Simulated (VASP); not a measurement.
**Ti: single point with PBE**

Ti:

```
Ti
1.0
     2.90716    0.00000    0.00000
    -1.45358    2.51767    0.00000
     0.00000    0.00000    7.12443
Ti
3
Direct
  0.00000 0.00000 0.00000
  0.33333 0.66667 0.33333
  0.66667 0.33333 0.66667
```

This isn't the form of Ti at room conditions, which is hcp.

```
Program                : VASP 6.6.1
Task                   : single point
Functional             : PBE
Potentials or basis    : VASP PAW PBE potentials, release 64 (Ti_sv)
Cutoff                 : 520 eV
k mesh                 : 18 × 18 × 7
Occupations            : gaussian, width 0.1 eV
Spin                   : no spin polarisation
Dipole correction      : no
Further INCAR settings : ALGO = Fast; EDIFF = 1e-06; NBANDS = 25
```

```
Pressure               : -0.4 GPa
Band gap on the k mesh : zero (bands 18 and 19 overlap by 1.32 eV)
```

Levels at points of the mesh, in eV from the Fermi level:
| k point | band 15 | band 16 | band 17 | band 18 | band 19 | band 20 | band 21 | band 22 |
| --- | --- | --- | --- | --- | --- | --- | --- | --- |
| (0.00, 0.00, 0.00) | -3.35 | -0.01 | -0.01 | 0.87 | 0.88 | 0.88 | 0.98 | 0.98 |
| (0.50, 0.00, 0.00) | -2.05 | -1.70 | -0.49 | -0.49 | 0.50 | 0.50 | 1.33 | 1.33 |

Wall time 19 min on 1 thread of Intel Xeon 8259CL, with other jobs on the host, peak memory 0.35 GiB.
